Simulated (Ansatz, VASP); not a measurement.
## One calculation of Ga4TeAs, two programs

```
CELL_PARAMETERS angstrom
3.80026 0.00000 0.00000
0.00000 3.80026 0.00000
0.00000 0.00000 9.01560
ATOMIC_POSITIONS crystal
Ga 0.00000 0.00000 0.68154
Ga 0.50000 0.50000 0.14935
Ga 0.50000 0.50000 0.85065
Ga 0.00000 0.00000 0.31846
Te 0.50000 0.50000 0.50000
As 0.00000 0.00000 0.00000
```

Change from the starting cell: species swapped into the YHoC4 type (P4/mmm, No. 123).

Alike in both runs: functional PBE; k mesh 10 × 10 × 6; occupations gaussian, width 0.1 eV; no spin polarisation.

Ansatz relaxed the structure, and its values are those at the end. VASP's run is a single point on that final structure, the one shown.

```csv
,VASP,Ansatz
version,VASP 6.6.1,Ansatz 0.2.0
potentials or method,"VASP PAW PBE potentials, release 64 (Ga_d, Te, As), cutoff 520 eV","scalar-relativistic, plane waves, PAW"
valence electrons in the cell,63,83
```

VASP gave:

| Item | Value |
| --- | --- |
| gap on the k mesh at the Fermi level (eV) | none |
| pressure (GPa) | -0.1 |
| rms of the force components (eV/Å) | 0.003 |

**Question.** What did Ansatz give for the same quantities?

**Answer.** gap on the k mesh at the Fermi level (eV): none; pressure (GPa): 0.0; rms of the force components (eV/Å): 0.001.

A gap of «none» marks a metal or a gap that the smearing closes. VASP's potentials hold 63 valence electrons a cell and Ansatz's 83, so a difference there can come from the potentials and not from the codes.

Neither program's run includes spin-orbit coupling.
